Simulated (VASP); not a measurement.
The system is Ru.

```xyz
1
Lattice="-1.5099 1.5099 1.5099 1.5099 -1.5099 1.5099 1.5099 1.5099 -1.5099" Properties=species:S:1:pos:R:3 pbc="T T T"
Ru    0.0000    0.0000    0.0000
```

* Program: VASP 6.6.1
* Task: relaxation of cell and atoms
* Functional: PBE
* Potentials or basis: VASP PAW PBE potentials, release 64 (Ru_pv)
* Cutoff: 600 eV
* k mesh: 18 × 18 × 18
* Occupations: fermi-dirac, width 0.08 eV
* Spin: no spin polarisation

At the start: pressure 10.1 GPa; volume 13.77 Å³/atom.

Problem. Where does the relaxation end?

Solution. Over 16 steps the energy falls by 14.2 meV/atom and the volume is 14.23 Å³/atom (+3.4 %); space group Im-3m (No. 229, to 0.05 Å).

The path:
```tsv
step	energy change (eV)	largest force (eV/Å)	pressure (GPa)	volume (Å³)
1	0.0000	0.0000	10.12	13.77
2	0.0780	0.0000	-20.14	15.57
3	-0.0142	0.0000	-0.27	14.25
4	-0.0142	0.0000	-0.07	14.24
5	-0.0142	0.0000	0.12	14.23
6	-0.0142	0.0000	0.13	14.23
7	-0.0142	0.0000	0.10	14.23
8	-0.0142	0.0000	0.10	14.23
9	-0.0142	0.0000	0.10	14.23
10	-0.0142	0.0000	0.10	14.23
11	-0.0142	0.0000	0.10	14.23
12	-0.0142	0.0000	0.10	14.23
13	-0.0142	0.0000	0.11	14.23
14	-0.0142	0.0000	0.08	14.23
15	-0.0142	0.0000	0.07	14.23
16	-0.0142	0.0000	0.02	14.23
```

Final structure:
```
CELL_PARAMETERS angstrom
-1.52666 1.52666 1.52666
1.52666 -1.52666 1.52666
1.52666 1.52666 -1.52666
ATOMIC_POSITIONS crystal
Ru 0.00000 0.00000 0.00000
```
